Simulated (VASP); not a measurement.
**Te3Pt2Se: single point with PBE**

Te3Pt2Se:

```
Te Pt Se
1.0
     3.70779    2.14069    3.92539
    -3.70779    2.14069    3.92539
     0.00000   -4.28139    3.92539
Te Pt Se
3 2 1
Cartesian
  0.0000 2.1407 3.9254
  -1.8539 -1.0703 3.9254
  1.8539 -1.0703 3.9254
  0.0000 0.0000 9.3977
  0.0000 0.0000 2.3785
  0.0000 0.0000 5.8881
```

* Program: VASP 6.6.1
* Task: single point
* Functional: PBE
* Potentials or basis: VASP PAW PBE potentials, release 64 (Te, Pt, Se)
* Cutoff: 520 eV
* k mesh: 6 × 6 × 6
* Occupations: gaussian, width 0.1 eV
* Spin: no spin polarisation

- Pressure: -0.1 GPa
- Largest force: 0.023 eV/Å
- Band gap on the k mesh: zero (band 22 reaches 4.85 eV, above the bottom of band 23 at 4.02 eV)

Forces on the atoms (eV/Å):
```
Te   0.000  0.000  0.000
Te   0.000  0.000  0.000
Te   0.000  0.000  0.000
Pt   0.000  0.000 -0.023
Pt   0.000  0.000  0.023
Se   0.000  0.000  0.000
```

Levels at points of the mesh, in eV from the Fermi level:
| k point | band 19 | band 20 | band 21 | band 22 | band 23 | band 24 | band 25 | band 26 |
| --- | --- | --- | --- | --- | --- | --- | --- | --- |
| (0.00, 0.00, 0.00) | -0.30 | -0.30 | -0.22 | -0.02 | 1.45 | 1.45 | 3.16 | 3.39 |
| (0.50, 0.00, 0.00) | -0.77 | -0.66 | -0.49 | -0.47 | -0.25 | 0.92 | 1.36 | 2.59 |
| (0.50, 0.50, 0.00) | -0.94 | -0.85 | -0.58 | -0.54 | -0.46 | -0.10 | 1.78 | 2.16 |
| (0.50, 0.50, 0.50) | -0.97 | -0.97 | -0.76 | -0.76 | -0.16 | 0.02 | 0.43 | 1.92 |

Wall time 2.1 min on 1 thread of AMD EPYC 9R45 96-Core Processor (Zen 5), on a shared host, peak memory 0.4 GiB.

Caveat: spin-orbit coupling is left out, which moves the levels of the heavy elements.
